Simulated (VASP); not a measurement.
# SrHg3O4 (Pm-3m) in VASP: a series of runs, part 2 of 2

VASP 6.6.1. Earlier steps stand in the parts before.

**4. Single point, PBE**

This run uses another cell than the first one, of 15.54 Å³/atom, 1.040 times its volume.

File INCAR:

```
  PREC = Accurate
  ENCUT = 520
  EDIFF = 1E-6
  ISMEAR = 0
  SIGMA = 0.2
  LREAL = F
  LASPH = T
  NELM = 80
  ALGO = Normal
  ISIF = 2
  LWAVE = F
  LCHARG = F
  GGA = PE
  NBANDS = 45
```

File KPOINTS:

```
Automatic mesh
0
Gamma
  4 4 4
```

File POSCAR:

```
SrHg3O4
1.0
    4.9911429859      0.0000000000      0.0000000000
    0.0000000000      4.9911429859      0.0000000000
    0.0000000000      0.0000000000      4.9911429859
Sr Hg O
1 3 4
Direct
    0.0000000000      0.0000000000      0.0000000000
    0.0000000000      0.5000000000      0.5000000000
    0.5000000000      0.0000000000      0.5000000000
    0.5000000000      0.5000000000      0.0000000000
    0.5000000000      0.0000000000      0.0000000000
    0.5000000000      0.5000000000      0.5000000000
    0.0000000000      0.0000000000      0.5000000000
    0.0000000000      0.5000000000      0.0000000000
```

Potentials or basis: VASP PAW PBE potentials, release 64 (Sr_sv, Hg, O).

The run is started by

```console
$ cat potpaw_PBE.64/Sr_sv/POTCAR potpaw_PBE.64/Hg/POTCAR potpaw_PBE.64/O/POTCAR > POTCAR
$ mpirun -np 1 vasp_std > vasp.out
```

OUTCAR:

```text
PREC = Accurate
   ENCUT = 520
   EDIFF = 1E-6
   ISMEAR = 0
   LREAL = F
   LASPH = T
   NELM = 80
   ISIF = 2
   GGA = PE

 ion  position               nearest neighbor table
   1  0.000  0.000  0.000-   5 2.50   7 2.50   8 2.50   7 2.50   8 2.50   5 2.50   2 3.53   3 3.53
                             2 3.53   2 3.53   4 3.53   3 3.53   2 3.53   3 3.53   4 3.53   4 3.53
   2  0.000  0.500  0.500-   6 2.50   7 2.50   8 2.50   8 2.50   7 2.50   6 2.50   1 3.53   4 3.53
                             1 3.53   1 3.53   3 3.53   3 3.53   1 3.53   3 3.53   4 3.53   4 3.53
   3  0.500  0.000  0.500-   5 2.50   6 2.50   7 2.50   5 2.50   6 2.50   7 2.50   1 3.53   4 3.53
                             1 3.53   2 3.53   4 3.53   2 3.53   4 3.53   1 3.53   2 3.53   4 3.53
   4  0.500  0.500  0.000-   5 2.50   6 2.50   8 2.50   6 2.50   5 2.50   8 2.50   2 3.53   3 3.53
                             1 3.53   1 3.53   3 3.53   2 3.53   3 3.53   1 3.53   2 3.53   3 3.53
   5  0.500  0.000  0.000-   1 2.50   3 2.50   4 2.50   3 2.50   4 2.50   1 2.50
   6  0.500  0.500  0.500-   2 2.50   3 2.50   4 2.50   4 2.50   3 2.50   2 2.50
   7  0.000  0.000  0.500-   1 2.50   2 2.50   3 2.50   1 2.50   2 2.50   3 2.50
   8  0.000  0.500  0.000-   1 2.50   2 2.50   4 2.50   2 2.50   1 2.50   4 2.50

  LATTYP: Found a simple cubic cell.
 ALAT       =     4.9911429859

[... 191 lines left out ...]
      5     -14.5386      2.00000
      6     -12.5902      2.00000
[... 469 lines left out ...]
     44      10.7051      0.00000
     45      10.7051      0.00000

------------------------ aborting loop because EDIFF is reached ----------------------------------------

  FORCE on cell =-STRESS in cart. coord.  units (eV):
  Direction    XX          YY          ZZ          XY          YZ          ZX
  --------------------------------------------------------------------------------------
  -------------------------------------------------------------------------------------
  Total        0.5971002      0.5971002      0.5971002      0.0000000     -0.0000000      0.0000000
  in kB        7.6940989      7.6940989      7.6940989      0.0000000     -0.0000000      0.0000000
  external PRESSURE =       7.6940989 kB  Pullay stress =       0.0000000 kB

 VOLUME and BASIS-vectors are now :
 -----------------------------------------------------------------------------
  energy-cutoff  :      520.00
  volume of cell :      124.34
      direct lattice vectors                 reciprocal lattice vectors
     4.991142986  0.000000000  0.000000000     0.200354909  0.000000000  0.000000000
     0.000000000  4.991142986  0.000000000     0.000000000  0.200354909  0.000000000
     0.000000000  0.000000000  4.991142986     0.000000000  0.000000000  0.200354909

 POSITION                                       TOTAL-FORCE (eV/Angst)
 -----------------------------------------------------------------------------------
      0.00000      0.00000      0.00000         0.000000      0.000000      0.000000
      0.00000      2.49557      2.49557         0.000000      0.000000      0.000000
      2.49557      0.00000      2.49557         0.000000      0.000000      0.000000
      2.49557      2.49557      0.00000         0.000000      0.000000      0.000000
      2.49557      0.00000      0.00000         0.000000      0.000000      0.000000
      2.49557      2.49557      2.49557         0.000000      0.000000      0.000000
      0.00000      0.00000      2.49557         0.000000      0.000000      0.000000
      0.00000      2.49557      0.00000         0.000000      0.000000      0.000000
 -----------------------------------------------------------------------------------
    total drift:                                0.000000      0.000000     -0.000000

  FREE ENERGIE OF THE ION-ELECTRON SYSTEM (eV)
  ---------------------------------------------------
  free  energy   TOTEN  =       -28.5086993333 eV

  energy  without entropy=      -28.4740134856  energy(sigma->0) =      -28.49135641
```

OSZICAR:

```text
N       E                     dE             d eps       ncg     rms          rms(c)
DAV:   1     0.599839910607E+03    0.59984E+03   -0.36942E+04   900   0.154E+03
DAV:   2     0.927025299909E+01   -0.59057E+03   -0.56349E+03   955   0.392E+02
DAV:   3    -0.359433788693E+02   -0.45214E+02   -0.44515E+02  1088   0.110E+02
DAV:   4    -0.372410712924E+02   -0.12977E+01   -0.12938E+01  1267   0.156E+01
DAV:   5    -0.372603578145E+02   -0.19287E-01   -0.19278E-01  1215   0.163E+00    0.273E+01
DAV:   6    -0.292514667555E+02    0.80089E+01   -0.36389E+01  1198   0.509E+01    0.278E+01
DAV:   7    -0.288038430118E+02    0.44762E+00   -0.55043E+00   966   0.135E+01    0.137E+01
DAV:   8    -0.289017603032E+02   -0.97917E-01   -0.42664E+00  1144   0.824E+00    0.651E+00
DAV:   9    -0.285211884905E+02    0.38057E+00   -0.11394E+00  1224   0.545E+00    0.221E+00
DAV:  10    -0.285090202281E+02    0.12168E-01   -0.18541E-01   987   0.213E+00    0.663E-01
DAV:  11    -0.285084527825E+02    0.56745E-03   -0.16725E-02  1034   0.996E-01    0.211E-01
DAV:  12    -0.285086057363E+02   -0.15295E-03   -0.95345E-04  1160   0.198E-01    0.941E-02
DAV:  13    -0.285086858474E+02   -0.80111E-04   -0.15928E-04  1028   0.733E-02    0.198E-02
DAV:  14    -0.285086975123E+02   -0.11665E-04   -0.14551E-05  1116   0.232E-02    0.948E-03
DAV:  15    -0.285086990487E+02   -0.15364E-05   -0.38305E-06   858   0.103E-02    0.253E-03
DAV:  16    -0.285086993333E+02   -0.28462E-06   -0.47483E-07   531   0.439E-03
   1 F= -.28508699E+02 E0= -.28491356E+02  d E =-.346858E-01
```

It took 28 s on 1 thread of Intel Xeon 6975P-C (Granite Rapids), shared host; peak memory 0.26 GiB.

What came out:

```
Free energy            : -28.5087 eV
Pressure               : 0.8 GPa
Band gap on the k mesh : zero (band 35 reaches 2.00 eV, above the bottom of band 36 at 0.97 eV)
```

Caveat: spin-orbit coupling is left out, which moves the levels of the heavy elements.

**5. Single point, PBE (volume scaled by 0.88)**

File INCAR:

```
SYSTEM = SrHg3O4
PREC = Accurate ; ENCUT = 520
EDIFF = 1E-6 ; ISMEAR = 0
SIGMA = 0.1 ; LREAL = .False.
LASPH = .True. ; NELM = 80
ALGO = Normal ; ISIF = 2
LWAVE = .False. ; LCHARG = .True.
GGA = PE ; LELF = .True.
LVHAR = .True. ; NBANDS = 45
```

File KPOINTS:

```
regular mesh
0
Gamma
  8 8 8
  0 0 0
```

POSCAR, as its differences from that of step 4:

```diff
@@ -2,5 +2,5 @@
 1.0
-    4.9911429859      0.0000000000      0.0000000000
-    0.0000000000      4.9911429859      0.0000000000
-    0.0000000000      0.0000000000      4.9911429859
+    4.7829323224      0.0000000000      0.0000000000
+    0.0000000000      4.7829323224      0.0000000000
+    0.0000000000      0.0000000000      4.7829323224
 Sr Hg O
```

The run is started by

```console
$ cat potpaw_PBE.64/Sr_sv/POTCAR potpaw_PBE.64/Hg/POTCAR potpaw_PBE.64/O/POTCAR > POTCAR
$ mpirun -np 1 vasp_std > vasp.out
```

Run time: 59 s. Hardware: 1 thread of Intel Xeon 6975P-C (Granite Rapids), shared host; peak memory 0.3 GiB.

It converged, with:

```yaml
Free_energy: -27.6846 eV
Pressure: 18.9 GPa
Band_gap_on_the_k_mesh: zero (band 35 reaches 3.34 eV, above the bottom of band 36 at 1.97 eV)
```

Levels at points of the mesh, in eV from the Fermi level:
```csv
k point,band 32,band 33,band 34,band 35,band 36,band 37,band 38,band 39
"(0.00, 0.00, 0.00)",-2.38,-2.21,-1.27,-1.27,-1.27,0.77,0.77,6.68
"(0.50, 0.00, 0.00)",-2.46,-2.40,-1.09,-1.09,2.15,2.34,3.46,6.19
"(0.50, 0.50, 0.00)",-0.92,-0.09,-0.09,-0.01,3.61,3.74,3.74,4.99
"(0.50, 0.50, 0.50)",-0.13,0.10,0.10,0.10,3.39,4.64,4.64,4.64
```

Caveat: the cell differs from its parent crystal (volume scaled by 0.88); spin-orbit coupling is left out, which moves the levels of the heavy elements.

**6. Single point, PBE (volume scaled by 0.91)**

File INCAR:

```
SYSTEM = SrHg3O4
PREC     = Accurate       ! precision mode
ENCUT    = 520            ! plane-wave cutoff, eV
EDIFF    = 1E-6           ! SCF threshold, eV
ISMEAR   = 0              ! smearing method
SIGMA    = 0.1            ! smearing width, eV
LREAL    = .FALSE.        ! projectors in reciprocal space
LASPH    = .TRUE.         ! aspherical terms in the spheres
NELM     = 100            ! most SCF steps
ALGO     = Normal         ! electronic algorithm
ISIF     = 2              ! what is computed and relaxed
LWAVE    = .FALSE.        ! write WAVECAR
LCHARG   = .TRUE.         ! write CHGCAR
GGA      = PE             ! functional
LELF     = .TRUE.         ! ELF
LVHAR    = .TRUE.       
NBANDS   = 45             ! bands
```

File KPOINTS:

```
Automatic mesh
0
G
  8 8 8
  0 0 0
```

POSCAR, as its differences from that of step 5:

```diff
@@ -2,5 +2,5 @@
 1.0
-    4.7829323224      0.0000000000      0.0000000000
-    0.0000000000      4.7829323224      0.0000000000
-    0.0000000000      0.0000000000      4.7829323224
+    4.8366776335      0.0000000000      0.0000000000
+    0.0000000000      4.8366776335      0.0000000000
+    0.0000000000      0.0000000000      4.8366776335
 Sr Hg O
```

Potentials or basis: VASP PAW PBE potentials, release 64 (Sr_sv, Hg, O).

The run is started by

```console
$ cat potpaw_PBE.64/Sr_sv/POTCAR potpaw_PBE.64/Hg/POTCAR potpaw_PBE.64/O/POTCAR > POTCAR
$ mpirun -np 1 vasp_std > vasp.out
```

OUTCAR:

```text
SYSTEM = SrHg3O4
   PREC = Accurate
   ENCUT = 520
   EDIFF = 1E-6
   ISMEAR = 0
   LREAL = .FALSE.
   LASPH = .TRUE.
   NELM = 100
   ISIF = 2
   GGA = PE

 ion  position               nearest neighbor table
   1  0.000  0.000  0.000-   5 2.42   7 2.42   8 2.42   7 2.42   8 2.42   5 2.42   2 3.42   3 3.42
                             2 3.42   2 3.42   4 3.42   3 3.42   2 3.42   3 3.42   4 3.42   4 3.42
   2  0.000  0.500  0.500-   6 2.42   7 2.42   8 2.42   8 2.42   7 2.42   6 2.42   1 3.42   4 3.42
                             1 3.42   1 3.42   3 3.42   3 3.42   1 3.42   3 3.42   4 3.42   4 3.42
   3  0.500  0.000  0.500-   5 2.42   6 2.42   7 2.42   5 2.42   6 2.42   7 2.42   1 3.42   4 3.42
                             1 3.42   2 3.42   4 3.42   2 3.42   4 3.42   1 3.42   2 3.42   4 3.42
   4  0.500  0.500  0.000-   5 2.42   6 2.42   8 2.42   6 2.42   5 2.42   8 2.42   2 3.42   3 3.42
                             1 3.42   1 3.42   3 3.42   2 3.42   3 3.42   1 3.42   2 3.42   3 3.42
   5  0.500  0.000  0.000-   1 2.42   3 2.42   4 2.42   3 2.42   4 2.42   1 2.42
   6  0.500  0.500  0.500-   2 2.42   3 2.42   4 2.42   4 2.42   3 2.42   2 2.42
   7  0.000  0.000  0.500-   1 2.42   2 2.42   3 2.42   1 2.42   2 2.42   3 2.42
   8  0.000  0.500  0.000-   1 2.42   2 2.42   4 2.42   2 2.42   1 2.42   4 2.42

  LATTYP: Found a simple cubic cell.
 ALAT       =     4.8366776335

  Lattice vectors:

 A1 = (   4.8366776335,   0.0000000000,   0.0000000000)
 A2 = (   0.0000000000,   4.8366776335,   0.0000000000)
 A3 = (   0.0000000000,   0.0000000000,   4.8366776335)

Analysis of symmetry for initial positions (statically):
=====================================================================
 Subroutine PRICEL returns:
 Original cell was already a primitive cell.

 Routine SETGRP: Setting up the symmetry group for a
 simple cubic supercell.

 Subroutine GETGRP returns: Found 48 space group operations
 (whereof 48 operations were pure point group operations)
 out of a pool of 48 trial point group operations.

The static configuration has the point symmetry O_h .

Analysis of symmetry for dynamics (positions and initial velocities):
=====================================================================
 Subroutine PRICEL returns:
 Original cell was already a primitive cell.

 Routine SETGRP: Setting up the symmetry group for a
 simple cubic supercell.

 Subroutine GETGRP returns: Found 48 space group operations
 (whereof 48 operations were pure point group operations)
 out of a pool of 48 trial point group operations.

The dynamic configuration has the point symmetry O_h .

 Subroutine INISYM returns: Found 48 space group operations
 (whereof 48 operations are pure point group operations),
 and found     1 'primitive' translations

----------------------------------------------------------------------------------------

                                     Primitive cell

  volume of cell :     113.1466

  direct lattice vectors                    reciprocal lattice vectors
     4.836677633  0.000000000  0.000000000     0.206753494  0.000000000  0.000000000
     0.000000000  4.836677633  0.000000000     0.000000000  0.206753494  0.000000000
     0.000000000  0.000000000  4.836677633     0.000000000  0.000000000  0.206753494

  length of vectors
     4.836677633  4.836677633  4.836677633     0.206753494  0.206753494  0.206753494

[... 52 lines left out ...]
  0.375000  0.000000  0.000000      6.000000
  0.500000  0.000000  0.000000      3.000000
  0.125000  0.125000  0.000000     12.000000
[... 16 lines left out ...]
  0.375000  0.375000  0.125000     24.000000
  0.500000  0.375000  0.125000     24.000000
 [... further k-points ...]
   k-points           NKPTS =     35   k-points in BZ     NKDIM =     35   number of bands    NBANDS=     45
   number of dos      NEDOS =    301   number of ions     NIONS =      8
   total plane-waves  NPLWV =  46656
   dimension x,y,z NGX =    36 NGY =   36 NGZ =   36
   dimension x,y,z NGXF=    72 NGYF=   72 NGZF=   72
   ions per type =               1   3   4
   NGX,Y,Z   is equivalent  to a cutoff of  12.37, 12.37, 12.37 a.u.
   NGXF,Y,Z  is equivalent  to a cutoff of  24.75, 24.75, 24.75 a.u.
 SYSTEM =  SrHg3O4
   PREC   = accura    normal or accurate (medium, high low for compatibility)
   ISTART =      0    job   : 0-new  1-cont  2-samecut
   ICHARG =      2    charge: 1-file 2-atom 10-const
   ISPIN  =      1    spin polarized calculation?
   LNONCOLLINEAR =      F non collinear calculations
   LSORBIT =      F    spin-orbit coupling
   LASPH  =      T    aspherical Exc in radial PAW
   ENCUT  =  520.0 eV  38.22 Ry    6.18 a.u.   8.99  8.99  8.99*2*pi/ulx,y,z
   NELM   =    100;   NELMIN=  2; NELMDL= -5     # of ELM steps
   EDIFF  = 0.1E-05   stopping-criterion for ELM
   LREAL  =      F    real-space projection
   EDIFFG = 0.1E-04   stopping-criterion for IOM
   NSW    =      0    number of steps for IOM
   IBRION =     -1    ionic relax: 0-MD 1-quasi-New 2-CG
   NFREE  =      0    steps in history (QN), initial steepest desc. (CG)
   ISIF   =      2    stress and relaxation
   ISYM   =      2    0-nonsym 1-usesym 2-fastsym
   POTIM  = 0.5000    time-step for ionic-motion
   TEBEG  =    0.0;   TEEND  =   0.0 temperature during run
   PSTRESS=    0.0 pullay stress
   NELECT =      70.0000    total number of electrons
   NUPDOWN=      -1.0000    fix difference up-down
   EMIN   =  10.00;   EMAX   =-10.00  energy-range for DOS
   EFERMI =   0.00;   METHOD = LEGACY
   ISMEAR =     0;   SIGMA  =   0.10  broadening in eV -4-tet -1-fermi 0-gaus
   EFERMI_NEDOS =   21; number of points for ismear=-14 and -15
   IALGO  =     38    algorithm
   IMIX   =      4    mixing-type and parameters
     AMIX     =   0.40;   BMIX     =  1.00
     AMIX_MAG =   1.60;   BMIX_MAG =  1.00
  volume/ion in A,a.u.               =      14.14        95.44
  Fermi-wavevector in a.u.,A,eV,Ry     =   1.394956  2.636084 26.475590  1.945901
  Thomas-Fermi vector in A             =   2.518454
   LORBIT       =      0    0 simple, 1 ext, 2 COOP (PROOUT), +10 PAW based schemes
   GGA     = PE    functional components
   LHFCALC =     F    Hartree Fock is set to
   AEXX    =    0.0000 exact exchange contribution
   IVDW    =     0    specifies the selected vdW correction
   LEPSILON=     F    determine dielectric tensor
   LRPA    =     F    only Hartree local field effects (RPA)
 non-spin polarized calculation
 Gauss-broadening in eV      SIGMA  =   0.10
  energy-cutoff  :      520.00
  volume of cell :      113.15
 maximum number of plane-waves:      3112
 NGX is ok and might be reduce to    36
   NGX = 17   NGY = 17   NGZ = 17

 number of electron      69.9999985 magnetization

 Free energy of the ion-electron system (eV)
  ---------------------------------------------------
  ext. energy  EPLUGINS =         0.00000000
  ---------------------------------------------------
  free energy    TOTEN  =       -28.06022814 eV

  energy without entropy =      -28.05382216  energy(sigma->0) =      -28.05702515

 E-fermi :   2.8740     XC(G=0): -11.4027

 val. band max:        2.8630942998   @ k =   0.5000   0.5000   0.0000
 cond. band min:       2.8775814735   @ k =   0.5000   0.5000   0.1250
 fundamental gap:      0.0144871738
 Fermi energy:         2.8740144353

 k-point     1 :       0.0000    0.0000    0.0000
  band No.  band energies     occupation
      1     -29.3065      2.00000
      2     -14.7756      2.00000
      3     -14.1845      2.00000
      4     -14.1597      2.00000
      5     -14.1597      2.00000
      6     -11.7073      2.00000
[... 1141 lines left out ...]
     44      10.8368      0.00000
     45      12.1990      0.00000

 [... further k-points ...]
[... 5 lines left out ...]
  --------------------------------------------------------------------------------------
  -------------------------------------------------------------------------------------
  Total        9.2433039      9.2433039      9.2433039      0.0000000      0.0000000      0.0000000
  in kB      130.8869624    130.8869624    130.8869624      0.0000000      0.0000000      0.0000000
  external PRESSURE =     130.8869624 kB  Pullay stress =       0.0000000 kB

 VOLUME and BASIS-vectors are now :
 -----------------------------------------------------------------------------
  energy-cutoff  :      520.00
  volume of cell :      113.15
      direct lattice vectors                 reciprocal lattice vectors
     4.836677633  0.000000000  0.000000000     0.206753494  0.000000000  0.000000000
     0.000000000  4.836677633  0.000000000     0.000000000  0.206753494  0.000000000
     0.000000000  0.000000000  4.836677633     0.000000000  0.000000000  0.206753494

 POSITION                                       TOTAL-FORCE (eV/Angst)
 -----------------------------------------------------------------------------------
      0.00000      0.00000      0.00000         0.000000      0.000000      0.000000
      0.00000      2.41834      2.41834         0.000000      0.000000      0.000000
      2.41834      0.00000      2.41834         0.000000      0.000000      0.000000
      2.41834      2.41834      0.00000         0.000000      0.000000      0.000000
      2.41834      0.00000      0.00000         0.000000      0.000000      0.000000
      2.41834      2.41834      2.41834         0.000000      0.000000      0.000000
      0.00000      0.00000      2.41834         0.000000      0.000000      0.000000
      0.00000      2.41834      0.00000         0.000000      0.000000      0.000000
 -----------------------------------------------------------------------------------
    total drift:                                0.000000      0.000000      0.000000

  FREE ENERGIE OF THE ION-ELECTRON SYSTEM (eV)
  ---------------------------------------------------
  free  energy   TOTEN  =       -28.0602281447 eV

  energy  without entropy=      -28.0538221633  energy(sigma->0) =      -28.05702515
```

It took 65 s on 1 thread of Intel Xeon 6975P-C (Granite Rapids), shared host; peak memory 0.29 GiB.

What came out:

| Item | Value |
| --- | --- |
| Free energy | -28.0602 eV |
| Pressure | 13.1 GPa |
| Band gap on the k mesh | zero (band 35 reaches 2.97 eV, above the bottom of band 36 at 1.69 eV) |

Caveat: the cell differs from its parent crystal (volume scaled by 0.91); spin-orbit coupling is left out, which moves the levels of the heavy elements.

**7. Overview**

| cell | k mesh | smearing | gap on the mesh (eV) | pressure (GPa) |
| --- | --- | --- | --- | --- |
| a = 4.927 Å, 8 atoms | 4 × 4 × 4 | gaussian 0.1 eV | none | 5.2 |
| a = 4.991 Å, 8 atoms | 4 × 4 × 4 | gaussian 0.1 eV | none | 0.8 |
| a = 4.991 Å, 8 atoms | 4 × 4 × 4 | gaussian 0.2 eV | none | 0.8 |
| a = 4.783 Å, 8 atoms | 8 × 8 × 8 | gaussian 0.1 eV | none | 18.9 |
| a = 4.837 Å, 8 atoms | 8 × 8 × 8 | gaussian 0.1 eV | none | 13.1 |

Alike in all rows: task single point; level PBE; potentials or basis VASP PAW PBE potentials, release 64 (Sr_sv, Hg, O); no spin polarisation; cutoff (eV) 520.

Caveats: spin-orbit coupling is left out, which moves the levels of the heavy elements.

Absolute energies hang on the potentials; compare differences alone.
